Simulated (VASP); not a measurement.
# Cs in VASP: a series of runs

The runs below take Cs through single point, with PBEsol.

Program: VASP 6.6.1. These are calculated values, not measurements. Logs are shortened: lines on timing, memory, paths and dates and some standing lists are left out, and cuts for length are marked.

### 1 The cell of the first run

The structure is cubic, space group Fm-3m (No. 225). Conventional cell: a = 8.052 Å, b = 8.052 Å, c = 8.052 Å, α = 90.00°, β = 90.00°, γ = 90.00°.

### 2 Single point, PBEsol

Input file INCAR:

```
PREC     = Accurate       # precision mode
ENCUT    = 520            # plane-wave cutoff, eV
EDIFF    = 1E-6           # SCF threshold, eV
ISMEAR   = -1             # smearing method
SIGMA    = 0.05           # smearing width, eV
LREAL    = F              # projectors in reciprocal space
LASPH    = T              # aspherical terms in the spheres
NELM     = 80             # most SCF steps
ALGO     = Fast           # electronic algorithm
ISIF     = 2              # what is computed and relaxed
LWAVE    = F              # write WAVECAR
LCHARG   = T              # write CHGCAR
GGA      = PS             # functional
LELF     = T              # ELF
LVHAR    = T            
NBANDS   = 10             # bands
```

Input file KPOINTS:

```
Automatic mesh
0
Gamma
  6 6 6
```

Input file POSCAR:

```
Cs
1.0
    0.0000000000      4.0257737477      4.0257737477
    4.0257737477      0.0000000000      4.0257737477
    4.0257737477      4.0257737477      0.0000000000
Cs
1
Direct
    0.0000000000      0.0000000000      0.0000000000
```

Potentials or basis: VASP PAW PBE potentials, release 64 (Cs_sv).

Launch:

```sh
$ cat potpaw_PBE.64/Cs_sv/POTCAR > POTCAR
$ mpirun -np 1 vasp_std > vasp.out
```

OUTCAR:

```text
PREC = Accurate
   ENCUT = 520
   EDIFF = 1E-6
   ISMEAR = -1
   LREAL = F
   LASPH = T
   NELM = 80
   ISIF = 2
   GGA = PS

 ion  position               nearest neighbor table
   1  0.000  0.000  0.000-

  LATTYP: Found a face centered cubic cell.
 ALAT       =     8.0515474954

  Lattice vectors:

 A1 = (   0.0000000000,   4.0257737477,   4.0257737477)
 A2 = (   4.0257737477,   0.0000000000,   4.0257737477)
 A3 = (   4.0257737477,   4.0257737477,   0.0000000000)

Analysis of symmetry for initial positions (statically):
=====================================================================
 Subroutine PRICEL returns:
 Original cell was already a primitive cell.

 Routine SETGRP: Setting up the symmetry group for a
 face centered cubic supercell.

 Subroutine GETGRP returns: Found 48 space group operations
 (whereof 48 operations were pure point group operations)
 out of a pool of 48 trial point group operations.

The static configuration has the point symmetry O_h .

Analysis of symmetry for dynamics (positions and initial velocities):
=====================================================================
 Subroutine PRICEL returns:
 Original cell was already a primitive cell.

 Routine SETGRP: Setting up the symmetry group for a
 face centered cubic supercell.

 Subroutine GETGRP returns: Found 48 space group operations
 (whereof 48 operations were pure point group operations)
 out of a pool of 48 trial point group operations.

The dynamic configuration has the point symmetry O_h .

 Subroutine INISYM returns: Found 48 space group operations
 (whereof 48 operations are pure point group operations),
 and found     1 'primitive' translations

----------------------------------------------------------------------------------------

                                     Primitive cell

  volume of cell :     130.4903

  direct lattice vectors                    reciprocal lattice vectors
     0.000000000  4.025773748  4.025773748    -0.124199727  0.124199727  0.124199727
     4.025773748  0.000000000  4.025773748     0.124199727 -0.124199727  0.124199727
     4.025773748  4.025773748  0.000000000     0.124199727  0.124199727 -0.124199727

  length of vectors
     5.693303833  5.693303833  5.693303833     0.215120237  0.215120237  0.215120237

  position of ions in fractional coordinates (direct lattice)
     0.000000000  0.000000000  0.000000000

  ion indices of the primitive-cell ions
   primitive index   ion index
                 1           1

----------------------------------------------------------------------------------------

 KPOINTS: Automatic mesh

Automatic generation of k-mesh.
 Grid dimensions read from file:
 generate k-points for:    6    6    6

 Generating k-lattice:

  Cartesian coordinates                     Fractional coordinates (reciprocal lattice)
    -0.020699954  0.020699954  0.020699954     0.166666667  0.000000000  0.000000000
     0.020699954 -0.020699954  0.020699954     0.000000000  0.166666667  0.000000000
     0.020699954  0.020699954 -0.020699954     0.000000000  0.000000000  0.166666667

  Length of vectors
     0.035853373  0.035853373  0.035853373

  Shift w.r.t. Gamma in fractional coordinates (k-lattice)
     0.000000000  0.000000000  0.000000000

 Subroutine IBZKPT returns following result:
 ===========================================

 Found     16 irreducible k-points:

 Following reciprocal coordinates:
            Coordinates               Weight
  0.000000  0.000000  0.000000      1.000000
  0.166667  0.000000  0.000000      8.000000
  0.333333  0.000000  0.000000      8.000000
  0.500000  0.000000  0.000000      4.000000
  0.166667  0.166667  0.000000      6.000000
  0.333333  0.166667  0.000000     24.000000
[... 8 lines left out ...]
 -0.333333  0.333333  0.166667     24.000000
 -0.333333  0.500000  0.166667     12.000000
   k-points           NKPTS =     16   k-points in BZ     NKDIM =     16   number of bands    NBANDS=     10
   number of dos      NEDOS =    301   number of ions     NIONS =      1
   total plane-waves  NPLWV =  74088
   dimension x,y,z NGX =    42 NGY =   42 NGZ =   42
   dimension x,y,z NGXF=    84 NGYF=   84 NGZF=   84
   ions per type =               1
   NGX,Y,Z   is equivalent  to a cutoff of  12.26, 12.26, 12.26 a.u.
   NGXF,Y,Z  is equivalent  to a cutoff of  24.53, 24.53, 24.53 a.u.
 SYSTEM =  unknown system
   PREC   = accura    normal or accurate (medium, high low for compatibility)
   ISTART =      0    job   : 0-new  1-cont  2-samecut
   ICHARG =      2    charge: 1-file 2-atom 10-const
   ISPIN  =      1    spin polarized calculation?
   LNONCOLLINEAR =      F non collinear calculations
   LSORBIT =      F    spin-orbit coupling
   LASPH  =      T    aspherical Exc in radial PAW
   ENCUT  =  520.0 eV  38.22 Ry    6.18 a.u.  10.59 10.59 10.59*2*pi/ulx,y,z
   NELM   =     80;   NELMIN=  2; NELMDL= -5     # of ELM steps
   EDIFF  = 0.1E-05   stopping-criterion for ELM
   LREAL  =      F    real-space projection
   EDIFFG = 0.1E-04   stopping-criterion for IOM
   NSW    =      0    number of steps for IOM
   IBRION =     -1    ionic relax: 0-MD 1-quasi-New 2-CG
   NFREE  =      0    steps in history (QN), initial steepest desc. (CG)
   ISIF   =      2    stress and relaxation
   ISYM   =      2    0-nonsym 1-usesym 2-fastsym
   POTIM  = 0.5000    time-step for ionic-motion
   TEBEG  =    0.0;   TEEND  =   0.0 temperature during run
   PSTRESS=    0.0 pullay stress
   NELECT =       9.0000    total number of electrons
   NUPDOWN=      -1.0000    fix difference up-down
   EMIN   =  10.00;   EMAX   =-10.00  energy-range for DOS
   EFERMI =   0.00;   METHOD = LEGACY
   ISMEAR =    -1;   SIGMA  =   0.05  broadening in eV -4-tet -1-fermi 0-gaus
   EFERMI_NEDOS =   21; number of points for ismear=-14 and -15
   IALGO  =     68    algorithm
   IMIX   =      4    mixing-type and parameters
     AMIX     =   0.40;   BMIX     =  1.00
     AMIX_MAG =   1.60;   BMIX_MAG =  1.00
  volume/ion in A,a.u.               =     130.49       880.59
  Fermi-wavevector in a.u.,A,eV,Ry     =   0.671372  1.268708  6.132688  0.450740
  Thomas-Fermi vector in A             =   1.747171
   LORBIT       =      0    0 simple, 1 ext, 2 COOP (PROOUT), +10 PAW based schemes
   GGA     = PS    functional components
   LHFCALC =     F    Hartree Fock is set to
   AEXX    =    0.0000 exact exchange contribution
   IVDW    =     0    specifies the selected vdW correction
   LEPSILON=     F    determine dielectric tensor
   LRPA    =     F    only Hartree local field effects (RPA)
 non-spin polarized calculation
 RMM-DIIS sequential band-by-band and
  energy-cutoff  :      520.00
  volume of cell :      130.49
 maximum number of plane-waves:      3545
   NGX = 21   NGY = 21   NGZ = 21

 number of electron       8.9999999 magnetization

 Free energy of the ion-electron system (eV)
  ---------------------------------------------------
  ext. energy  EPLUGINS =         0.00000000
  ---------------------------------------------------
  free energy    TOTEN  =        -0.91896367 eV

  energy without entropy =       -0.90520200  energy(sigma->0) =       -0.91208284

 E-fermi :   0.0612     XC(G=0):  -5.1587

 val. band max:        0.0139888827   @ k =   0.5000   0.3333   0.1667
 cond. band min:       0.0898211126   @ k =   0.5000   0.0000   0.0000
 fundamental gap:      0.0758322299
 Fermi energy:         0.0612308553

 k-point     1 :       0.0000    0.0000    0.0000
  band No.  band energies     occupation
      1     -23.8373      2.00000
      2     -10.5728      2.00000
      3     -10.5728      2.00000
      4     -10.5728      2.00000
      5      -1.4658      2.00000
      6       2.4730      0.00000
      7       2.4730      0.00000
      8       2.4730      0.00000
      9       3.4496      0.00000
     10       3.4496      0.00000

 k-point     2 :       0.1667    0.0000    0.0000
  band No.  band energies     occupation
      1     -23.8365      2.00000
      2     -10.5950      2.00000
      3     -10.5759      2.00000
      4     -10.5759      2.00000
      5      -1.2137      2.00000
      6       2.0363      0.00000
      7       2.5605      0.00000
      8       2.5605      0.00000
      9       3.3038      0.00000
     10       3.3038      0.00000

 k-point     3 :       0.3333    0.0000    0.0000
  band No.  band energies     occupation
      1     -23.8349      2.00000
      2     -10.6385      2.00000
      3     -10.5820      2.00000
      4     -10.5820      2.00000
      5      -0.5441      1.99999
      6       1.3201      0.00000
      7       2.4593      0.00000
      8       2.4593      0.00000
      9       3.6304      0.00000
     10       3.6305      0.00000

 k-point     4 :       0.5000    0.0000    0.0000
  band No.  band energies     occupation
      1     -23.8341      2.00000
      2     -10.6599      2.00000
      3     -10.5851      2.00000
      4     -10.5851      2.00000
      5       0.0898      0.72164
      6       0.7513      0.00000
      7       2.3466      0.00000
      8       2.3466      0.00000
      9       4.1556      0.00000
     10       4.1732      0.00000
[... 118 lines left out ...]
 k-point    14 :       0.5000    0.3333    0.1667
  band No.  band energies     occupation
      1     -23.8338      2.00000
      2     -10.6378      2.00000
      3     -10.6085      2.00000
      4     -10.5926      2.00000
      5       0.0140      1.44015
      6       1.3541      0.00000
      7       1.5839      0.00000
      8       2.7196      0.00000
      9       3.3296      0.00000
     10       4.0484      0.00000

 k-point    15 :      -0.3333    0.3333    0.1667
  band No.  band energies     occupation
      1     -23.8333      2.00000
      2     -10.6406      2.00000
      3     -10.6190      2.00000
      4     -10.5976      2.00000
      5       0.7741      0.00000
      6       0.8160      0.00000
      7       1.4982      0.00000
      8       2.4417      0.00000
      9       3.4326      0.00000
     10       4.1745      0.00000

 k-point    16 :      -0.3333    0.5000    0.1667
  band No.  band energies     occupation
      1     -23.8330      2.00000
      2     -10.6426      2.00000
      3     -10.6176      2.00000
      4     -10.6056      2.00000
      5       0.7327      0.00000
      6       1.2118      0.00000
      7       1.2837      0.00000
      8       2.2963      0.00000
      9       3.9930      0.00000
     10       4.0945      0.00000

------------------------ aborting loop because EDIFF is reached ----------------------------------------

  FORCE on cell =-STRESS in cart. coord.  units (eV):
  Direction    XX          YY          ZZ          XY          YZ          ZX
  --------------------------------------------------------------------------------------
  -------------------------------------------------------------------------------------
  Total       -0.2174547     -0.2174547     -0.2174547      0.0000000      0.0000000      0.0000000
  in kB       -2.6699391     -2.6699391     -2.6699391      0.0000000      0.0000000      0.0000000
  external PRESSURE =      -2.6699391 kB  Pullay stress =       0.0000000 kB

 VOLUME and BASIS-vectors are now :
 -----------------------------------------------------------------------------
  energy-cutoff  :      520.00
  volume of cell :      130.49
      direct lattice vectors                 reciprocal lattice vectors
     0.000000000  4.025773748  4.025773748    -0.124199727  0.124199727  0.124199727
     4.025773748  0.000000000  4.025773748     0.124199727 -0.124199727  0.124199727
     4.025773748  4.025773748  0.000000000     0.124199727  0.124199727 -0.124199727

 POSITION                                       TOTAL-FORCE (eV/Angst)
 -----------------------------------------------------------------------------------
      0.00000      0.00000      0.00000        -0.000000      0.000000      0.000000
 -----------------------------------------------------------------------------------
    total drift:                               -0.000000      0.000000      0.000000

  FREE ENERGIE OF THE ION-ELECTRON SYSTEM (eV)
  ---------------------------------------------------
  free  energy   TOTEN  =        -0.9189636679 eV

  energy  without entropy=       -0.9052020039  energy(sigma->0) =       -0.91208284
```

It took 9.9 s on 1 thread of Intel Xeon 6975P-C (Granite Rapids), shared host; peak memory 0.25 GiB.

Results:

```yaml
Free_energy: -0.9190 eV
Pressure: -0.3 GPa
```

Caveat: the PAW data sets were made with another functional, which shifts forces and pressure a little; spin-orbit coupling is left out, which moves the levels of the heavy elements.

### 3 Single point, PBEsol

This run uses another cell than the first one, of 123.05 Å³/atom, 0.943 times its volume.

Input file INCAR:

```
SYSTEM = Cs
PREC = Accurate
ENCUT = 520
EDIFF = 1E-6
ISMEAR = -1
SIGMA = 0.05
LREAL = .False.
LASPH = .True.
NELM = 80
ALGO = Normal
ISIF = 2
LWAVE = .False.
LCHARG = .True.
GGA = PS
LELF = .True.
LVHAR = .True.
NBANDS = 10
```

Input file KPOINTS:

```
Automatic mesh
0
Gamma
  5 5 5
  0 0 0
```

Input file POSCAR:

```
Cs
1.0
   -0.0789667148      3.9483357400      3.9483357400
    3.9483357400     -0.0789667148      3.9483357400
    3.8693690252      3.8693690252      0.0000000000
Cs
1
Direct
    0.0000000000      0.0000000000      0.0000000000
```

Potentials or basis: VASP PAW PBE potentials, release 64 (Cs_sv).

Launch:

```sh
$ cat potpaw_PBE.64/Cs_sv/POTCAR > POTCAR
$ mpirun -np 1 vasp_std > vasp.out
```

It took 13 s on 1 thread of Intel Xeon 6975P-C (Granite Rapids), shared host; peak memory 0.25 GiB.

Results (log left out):

```yaml
Free_energy: -0.9568 eV
Pressure: -0.2 GPa
```

Stress tensor (GPa, compression positive):
```
-0.23  0.08  0.00
 0.08 -0.23  0.00
 0.00  0.00 -0.23
```

Levels at points of the mesh, in eV from the Fermi level:
```csv
k point,band 1,band 2,band 3,band 4,band 5,band 6,band 7,band 8,band 9,band 10
"(0.00, 0.00, 0.00)",-23.93,-10.66,-10.66,-10.66,-1.65,2.27,2.37,2.49,3.41,3.41
```

Caveat: the PAW data sets were made with another functional, which shifts forces and pressure a little; spin-orbit coupling is left out, which moves the levels of the heavy elements.

### 4 Single point, PBEsol

This run uses another cell than the first one, of 123.09 Å³/atom, 0.943 times its volume.

Input file INCAR:

```
SYSTEM = Cs
PREC     = Accurate       ! precision mode
ENCUT    = 520            ! plane-wave cutoff, eV
EDIFF    = 1E-6           ! SCF threshold, eV
ISMEAR   = -1             ! smearing method
SIGMA    = 0.05           ! smearing width, eV
LREAL    = .False.        ! projectors in reciprocal space
LASPH    = .True.         ! aspherical terms in the spheres
NELM     = 60             ! most SCF steps
ALGO     = Fast           ! electronic algorithm
ISIF     = 2              ! what is computed and relaxed
LWAVE    = .False.        ! write WAVECAR
LCHARG   = .False.        ! write CHGCAR
GGA      = PS             ! functional
NBANDS   = 10             ! bands
```

KPOINTS is that of step 3.

Input file POSCAR:

```
Cs
1.0
   -0.0394833574      3.9483357400      3.9483357400
    3.9483357400     -0.0394833574      3.9483357400
    3.9088523826      3.9088523826      0.0000000000
Cs
1
Direct
    0.0000000000      0.0000000000      0.0000000000
```

Launch:

```sh
$ cat potpaw_PBE.64/Cs_sv/POTCAR > POTCAR
$ mpirun -np 1 vasp_std > vasp.out
```

It took 14 s on 1 thread of Intel Xeon 6975P-C (Granite Rapids), shared host; peak memory 0.25 GiB.

It converged, with:

* Free energy: -0.9576 eV
* Pressure: -0.2 GPa

Levels at points of the mesh, in eV from the Fermi level:
| k point | band 2 | band 3 | band 4 | band 5 | band 6 | band 7 | band 8 | band 9 |
| --- | --- | --- | --- | --- | --- | --- | --- | --- |
| (0.00, 0.00, 0.00) | -10.66 | -10.66 | -10.66 | -1.65 | 2.32 | 2.38 | 2.44 | 3.41 |

Caveat: the PAW data sets were made with another functional, which shifts forces and pressure a little; spin-orbit coupling is left out, which moves the levels of the heavy elements.

(Part 1 of 2 ends here.)
